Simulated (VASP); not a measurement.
# PtSe2 (P-3m1) in VASP: a series of runs

The runs below take PtSe2 through single point, with PBE, r2SCAN.

Program: VASP 6.6.1. These are calculated values, not measurements. Logs are shortened: lines on timing, memory, paths and dates and some standing lists are left out, and cuts for length are marked.

### Step 1. The cell of the first run

The structure is trigonal, space group P-3m1 (No. 164). The conventional cell has a = 3.752 Å, b = 3.752 Å, c = 6.514 Å, α = 90.00°, β = 90.00°, γ = 120.00°. Within 3.3 Å of Pt (site symmetry -3m) lie 6 Se at 2.53 Å. Se (site symmetry 3m) has 3 Pt at 2.53 Å within 3.3 Å.

### Step 2. Single point, PBE

Contents of INCAR:

```
SYSTEM = PtSe2
  ALGO = Normal
  EDIFF = 1E-7
  ENCUT = 520
  GGA = PE
  ISIF = 2
  ISMEAR = 0
  LASPH = .True.
  LCHARG = .True.
  LELF = .True.
  LREAL = .False.
  LVHAR = .True.
  LWAVE = .False.
  NBANDS = 18
  NELM = 80
  PREC = Accurate
  SIGMA = 0.02
```

Contents of KPOINTS:

```
k-points
0
Gamma
  12 12 6
  0 0 0
```

Contents of POSCAR:

```
PtSe2
1.0
    3.7515280056      0.0000000000      0.0000000000
   -1.8757640028      3.2489185559      0.0000000000
    0.0000000000      0.0000000000      6.5141502416
Pt Se
1 2
Direct
    0.0000000000      0.0000000000      0.0000000000
    0.3333333333      0.6666666667      0.2005958070
    0.6666666667      0.3333333333      0.7994041930
```

Potentials or basis: VASP PAW PBE potentials, release 64 (Pt, Se).

Command:

```bash
$ cat potpaw_PBE.64/Pt/POTCAR potpaw_PBE.64/Se/POTCAR > POTCAR
$ mpirun -np 1 vasp_std > vasp.out
```

OUTCAR:

```text
SYSTEM = PtSe2
   EDIFF = 1E-7
   ENCUT = 520
   GGA = PE
   ISIF = 2
   ISMEAR = 0
   LASPH = .True.
   LREAL = .False.
   NELM = 80
   PREC = Accurate

 ion  position               nearest neighbor table
   1  0.000  0.000  0.000-   2 2.53   3 2.53   3 2.53   2 2.53   3 2.53   2 2.53
   2  0.333  0.667  0.201-   1 2.53   1 2.53   1 2.53
   3  0.667  0.333  0.799-   1 2.53   1 2.53   1 2.53

  LATTYP: Found a hexagonal cell.
 ALAT       =     3.7515280056
 C/A-ratio  =     1.7363992037

  Lattice vectors:

 A1 = (   3.7515280056,   0.0000000000,   0.0000000000)
 A2 = (  -1.8757640028,   3.2489185559,   0.0000000000)
 A3 = (   0.0000000000,   0.0000000000,   6.5141502416)

Analysis of symmetry for initial positions (statically):
=====================================================================
 Subroutine PRICEL returns:
 Original cell was already a primitive cell.

 Routine SETGRP: Setting up the symmetry group for a
 hexagonal supercell.

 Subroutine GETGRP returns: Found 12 space group operations
 (whereof 12 operations were pure point group operations)
 out of a pool of 24 trial point group operations.

The static configuration has the point symmetry D_3d.

Analysis of symmetry for dynamics (positions and initial velocities):
=====================================================================
 Subroutine PRICEL returns:
 Original cell was already a primitive cell.

 Routine SETGRP: Setting up the symmetry group for a
 hexagonal supercell.

 Subroutine GETGRP returns: Found 12 space group operations
 (whereof 12 operations were pure point group operations)
 out of a pool of 24 trial point group operations.

The dynamic configuration has the point symmetry D_3d.

 Subroutine INISYM returns: Found 12 space group operations
 (whereof 12 operations are pure point group operations),
 and found     1 'primitive' translations

----------------------------------------------------------------------------------------

                                     Primitive cell

  volume of cell :      79.3971

  direct lattice vectors                    reciprocal lattice vectors
     3.751528006  0.000000000  0.000000000     0.266558053  0.153897364  0.000000000
    -1.875764003  3.248918556  0.000000000     0.000000000  0.307794727  0.000000000
     0.000000000  0.000000000  6.514150242     0.000000000  0.000000000  0.153511964

  length of vectors
     3.751528006  3.751528006  6.514150242     0.307794727  0.307794727  0.153511964

  position of ions in fractional coordinates (direct lattice)
     0.000000000  0.000000000  0.000000000
     0.333333333  0.666666667  0.200595807
     0.666666667  0.333333333  0.799404193

  ion indices of the primitive-cell ions
   primitive index   ion index
                 1           1
                 2           2
                 3           3

----------------------------------------------------------------------------------------

 KPOINTS: k-points

Automatic generation of k-mesh.
 Grid dimensions read from file:
 generate k-points for:   12   12    6

 Generating k-lattice:

  Cartesian coordinates                     Fractional coordinates (reciprocal lattice)
     0.022213171  0.012824780  0.000000000     0.083333333 -0.000000000  0.000000000
     0.000000000  0.025649561  0.000000000     0.000000000  0.083333333  0.000000000
     0.000000000  0.000000000  0.025585327     0.000000000  0.000000000  0.166666667

  Length of vectors
     0.025649561  0.025649561  0.025585327

  Shift w.r.t. Gamma in fractional coordinates (k-lattice)
     0.000000000  0.000000000  0.000000000

 Subroutine IBZKPT returns following result:
 ===========================================

 Found    100 irreducible k-points:

 Following reciprocal coordinates:
            Coordinates               Weight
  0.000000  0.000000  0.000000      1.000000
  0.083333 -0.000000  0.000000      6.000000
  0.166667 -0.000000  0.000000      6.000000
  0.250000  0.000000  0.000000      6.000000
  0.333333  0.000000  0.000000      6.000000
  0.416667  0.000000  0.000000      6.000000
[... 16 lines left out ...]
  0.166667 -0.000000  0.166667      6.000000
  0.000000  0.166667  0.166667      6.000000
 [... further k-points ...]
   k-points           NKPTS =    100   k-points in BZ     NKDIM =    100   number of bands    NBANDS=     18
   number of dos      NEDOS =    301   number of ions     NIONS =      3
   total plane-waves  NPLWV =  37632
   dimension x,y,z NGX =    28 NGY =   28 NGZ =   48
   dimension x,y,z NGXF=    56 NGYF=   56 NGZF=   96
   ions per type =               1   2
   NGX,Y,Z   is equivalent  to a cutoff of  12.41, 12.41, 12.25 a.u.
   NGXF,Y,Z  is equivalent  to a cutoff of  24.82, 24.82, 24.50 a.u.
 SYSTEM =  PtSe2
   PREC   = accura    normal or accurate (medium, high low for compatibility)
   ISTART =      0    job   : 0-new  1-cont  2-samecut
   ICHARG =      2    charge: 1-file 2-atom 10-const
   ISPIN  =      1    spin polarized calculation?
   LNONCOLLINEAR =      F non collinear calculations
   LSORBIT =      F    spin-orbit coupling
   LASPH  =      T    aspherical Exc in radial PAW
   ENCUT  =  520.0 eV  38.22 Ry    6.18 a.u.   6.98  6.98 12.11*2*pi/ulx,y,z
   NELM   =     80;   NELMIN=  2; NELMDL= -5     # of ELM steps
   EDIFF  = 0.1E-06   stopping-criterion for ELM
   LREAL  =      F    real-space projection
   EDIFFG = 0.1E-05   stopping-criterion for IOM
   NSW    =      0    number of steps for IOM
   IBRION =     -1    ionic relax: 0-MD 1-quasi-New 2-CG
   NFREE  =      0    steps in history (QN), initial steepest desc. (CG)
   ISIF   =      2    stress and relaxation
   ISYM   =      2    0-nonsym 1-usesym 2-fastsym
   POTIM  = 0.5000    time-step for ionic-motion
   TEBEG  =    0.0;   TEEND  =   0.0 temperature during run
   PSTRESS=    0.0 pullay stress
   NELECT =      22.0000    total number of electrons
   NUPDOWN=      -1.0000    fix difference up-down
   EMIN   =  10.00;   EMAX   =-10.00  energy-range for DOS
   EFERMI =   0.00;   METHOD = LEGACY
   ISMEAR =     0;   SIGMA  =   0.02  broadening in eV -4-tet -1-fermi 0-gaus
   EFERMI_NEDOS =   21; number of points for ismear=-14 and -15
   IALGO  =     38    algorithm
   IMIX   =      4    mixing-type and parameters
     AMIX     =   0.40;   BMIX     =  1.00
     AMIX_MAG =   1.60;   BMIX_MAG =  1.00
  volume/ion in A,a.u.               =      26.47       178.60
  Fermi-wavevector in a.u.,A,eV,Ry     =   1.067286  2.016878 15.498387  1.139099
  Thomas-Fermi vector in A             =   2.202898
   LORBIT       =      0    0 simple, 1 ext, 2 COOP (PROOUT), +10 PAW based schemes
   GGA     = PE    functional components
   LHFCALC =     F    Hartree Fock is set to
   AEXX    =    0.0000 exact exchange contribution
   IVDW    =     0    specifies the selected vdW correction
   LEPSILON=     F    determine dielectric tensor
   LRPA    =     F    only Hartree local field effects (RPA)
 non-spin polarized calculation
 Gauss-broadening in eV      SIGMA  =   0.02
  energy-cutoff  :      520.00
  volume of cell :       79.40
 maximum number of plane-waves:      2162
   NGX = 13   NGY = 13   NGZ = 25

 number of electron      21.9999996 magnetization

 Free energy of the ion-electron system (eV)
  ---------------------------------------------------
  ext. energy  EPLUGINS =         0.00000000
  ---------------------------------------------------
  free energy    TOTEN  =       -14.30312328 eV

  energy without entropy =      -14.30312328  energy(sigma->0) =      -14.30312328

 E-fermi :   3.1865     XC(G=0):  -8.9765

 val. band max:        3.0341310366   @ k =   0.0833   0.0833   0.0000
 cond. band min:       3.8849861073   @ k =   0.0000   0.2500   0.3333
 fundamental gap:      0.8508550707
 Fermi energy:         3.1864847976

 k-point     1 :       0.0000    0.0000    0.0000
  band No.  band energies     occupation
      1     -11.1537      2.00000
      2      -9.3203      2.00000
      3      -2.3571      2.00000
      4      -2.2345      2.00000
      5      -2.2345      2.00000
      6       0.0014      2.00000
[... 10 lines left out ...]
     17      11.1465      0.00000
     18      12.1119      0.00000

 k-point     2 :       0.0833   -0.0000    0.0000
  band No.  band energies     occupation
      1     -11.0816      2.00000
      2      -9.3283      2.00000
      3      -2.2843      2.00000
      4      -2.2309      2.00000
      5      -2.1897      2.00000
      6      -0.1002      2.00000
[... 10 lines left out ...]
     17      11.4271      0.00000
     18      12.3391      0.00000

 k-point     3 :       0.1667   -0.0000    0.0000
  band No.  band energies     occupation
      1     -10.8744      2.00000
      2      -9.3519      2.00000
      3      -2.2277      2.00000
      4      -2.0696      2.00000
      5      -2.0543      2.00000
      6      -0.4751      2.00000
[... 10 lines left out ...]
     17      12.1054      0.00000
     18      12.4268      0.00000

 k-point     4 :       0.2500    0.0000    0.0000
  band No.  band energies     occupation
      1     -10.5616      2.00000
      2      -9.3886      2.00000
      3      -2.2066      2.00000
      4      -1.9209      2.00000
      5      -1.7666      2.00000
      6      -1.0548      2.00000
[... 375 lines left out ...]
      4      -2.1901      2.00000
      5      -2.1731      2.00000
      6      -0.1018      2.00000
[... 10 lines left out ...]
     17      11.4503      0.00000
     18      11.8209      0.00000

 k-point    23 :       0.1667   -0.0000    0.1667
  band No.  band energies     occupation
      1     -10.8641      2.00000
      2      -9.3715      2.00000
      3      -2.2255      2.00000
      4      -2.0674      2.00000
      5      -2.0025      2.00000
      6      -0.4691      2.00000
[... 10 lines left out ...]
     17      12.0195      0.00000
     18      12.3624      0.00000

 k-point    24 :       0.0000    0.1667    0.1667
  band No.  band energies     occupation
      1     -10.8650      2.00000
      2      -9.3692      2.00000
      3      -2.2741      2.00000
      4      -2.0712      2.00000
      5      -1.9577      2.00000
      6      -0.4819      2.00000
[... 10 lines left out ...]
     17      11.7825      0.00000
     18      12.1832      0.00000

 [... further k-points ...]

------------------------ aborting loop because EDIFF is reached ----------------------------------------

  FORCE on cell =-STRESS in cart. coord.  units (eV):
  Direction    XX          YY          ZZ          XY          YZ          ZX
  --------------------------------------------------------------------------------------
  -------------------------------------------------------------------------------------
  Total       -0.0238983     -0.0238983     -0.0163751      0.0000000      0.0000000      0.0000000
  in kB       -0.4822516     -0.4822516     -0.3304379      0.0000000      0.0000000      0.0000000
  external PRESSURE =      -0.4316470 kB  Pullay stress =       0.0000000 kB

 VOLUME and BASIS-vectors are now :
 -----------------------------------------------------------------------------
  energy-cutoff  :      520.00
  volume of cell :       79.40
      direct lattice vectors                 reciprocal lattice vectors
     3.751528006  0.000000000  0.000000000     0.266558053  0.153897364  0.000000000
    -1.875764003  3.248918556  0.000000000     0.000000000  0.307794727  0.000000000
     0.000000000  0.000000000  6.514150242     0.000000000  0.000000000  0.153511964

 POSITION                                       TOTAL-FORCE (eV/Angst)
 -----------------------------------------------------------------------------------
      0.00000      0.00000      0.00000        -0.000000      0.000000      0.000000
     -0.00000      2.16595      1.30671         0.000000      0.000000     -0.002300
      1.87576      1.08297      5.20744        -0.000000     -0.000000      0.002300
 -----------------------------------------------------------------------------------
    total drift:                                0.000000      0.000000      0.000000

  FREE ENERGIE OF THE ION-ELECTRON SYSTEM (eV)
  ---------------------------------------------------
  free  energy   TOTEN  =       -14.3031232848 eV

  energy  without entropy=      -14.3031232848  energy(sigma->0) =      -14.30312328
```

Run time: 54 s. Hardware: 1 thread of Intel Xeon 6975P-C (Granite Rapids), shared host; peak memory 0.28 GiB.

What came out:

```
Free energy            : -14.3031 eV
Pressure               : 0.0 GPa
Band gap on the k mesh : 0.85 eV, indirect (least direct gap 1.08 eV)
```

Forces in eV/Å, atoms in the order of the input:
```
Pt   0.000  0.000  0.000
Se   0.000  0.000 -0.002
Se   0.000  0.000  0.002
```

Levels at points of the mesh, in eV from the valence-band top:
```
           k point  band 9  band 10  band 11  band 12  band 13  band 14
(0.00, 0.00, 0.00)   -0.26    -0.26    -0.22     2.64     2.64     4.18
(0.50, 0.00, 0.00)   -2.15    -2.09    -1.84     1.95     2.51     4.67
(0.00, 0.00, 0.50)   -1.30    -0.29    -0.29     2.71     2.71     5.27
(0.50, 0.00, 0.50)   -2.21    -2.04    -1.37     2.16     2.36     4.39
```

Caveat: spin-orbit coupling is left out, which moves the levels of the heavy elements; this functional lacks dispersion, which binds the layers, so the pressure and a relaxed spacing across them are unreliable. A hybrid or GW would open this gap; PBE tends to underestimate it.

### Step 3. Single point, r2SCAN

POSCAR is that of step 2.

Contents of INCAR.step1:

```
SYSTEM = PtSe2
ALGO = Normal
EDIFF = 1E-4
ENCUT = 520
GGA = PE
ISMEAR = 0
LASPH = .TRUE.
LCHARG = .FALSE.
LREAL = .FALSE.
LWAVE = .TRUE.
NBANDS = 18
NELM = 80
PREC = Accurate
SIGMA = 0.02
```

Contents of INCAR.step2:

```
SYSTEM = PtSe2
ALGO = Normal
EDIFF = 1E-6
ENCUT = 520
ISIF = 2
ISMEAR = 0
ISTART = 1
LASPH = .TRUE.
LCHARG = .FALSE.
LMIXTAU = .TRUE.
LREAL = .FALSE.
LWAVE = .FALSE.
METAGGA = R2SCAN
NBANDS = 18
NELM = 80
PREC = Accurate
SIGMA = 0.02
```

Contents of KPOINTS:

```
k-points
0
G
  12 12 4
  0 0 0
```

Potentials or basis: VASP PAW PBE potentials, release 64 (Pt, Se).

Command:

```bash
$ cat potpaw_PBE.64/Pt/POTCAR potpaw_PBE.64/Se/POTCAR > POTCAR
$ cp INCAR.step1 INCAR
$ mpirun -np 1 vasp_std > vasp.out
$ cp INCAR.step2 INCAR
$ mpirun -np 1 vasp_std > vasp.out
```

Run time: 2.5 min. Hardware: 1 thread of Intel Xeon 6975P-C (Granite Rapids), shared host; peak memory 0.26 GiB.

It converged, with:

```yaml
Free_energy: -81.4676 eV
Pressure: -2.1 GPa
Largest_force: 0.121 eV/Å
Band_gap_on_the_k_mesh: 1.06 eV, indirect (least direct gap 1.23 eV)
```

Forces in eV/Å, atoms in the order of the input:
```
Pt   0.000  0.000  0.000
Se   0.000  0.000 -0.121
Se   0.000  0.000  0.121
```

Stress tensor (GPa, compression positive):
```
-2.54  0.00  0.00
 0.00 -2.54  0.00
 0.00  0.00 -1.18
```

Levels at points of the mesh, in eV from the valence-band top:
| k point | band 8 | band 9 | band 10 | band 11 | band 12 | band 13 | band 14 | band 15 |
| --- | --- | --- | --- | --- | --- | --- | --- | --- |
| (0.00, 0.00, 0.00) | -1.65 | -0.29 | -0.29 | -0.21 | 2.80 | 2.80 | 4.75 | 5.76 |
| (0.50, 0.00, 0.00) | -2.60 | -2.23 | -2.17 | -1.89 | 2.12 | 2.68 | 5.02 | 6.62 |
| (0.00, 0.00, 0.50) | -1.33 | -1.32 | -0.32 | -0.32 | 2.87 | 2.87 | 5.82 | 6.41 |
| (0.50, 0.00, 0.50) | -2.63 | -2.31 | -2.11 | -1.40 | 2.34 | 2.52 | 4.77 | 6.22 |

Caveat: the PAW data sets were made with another functional, which shifts forces and pressure a little; spin-orbit coupling is left out, which moves the levels of the heavy elements.
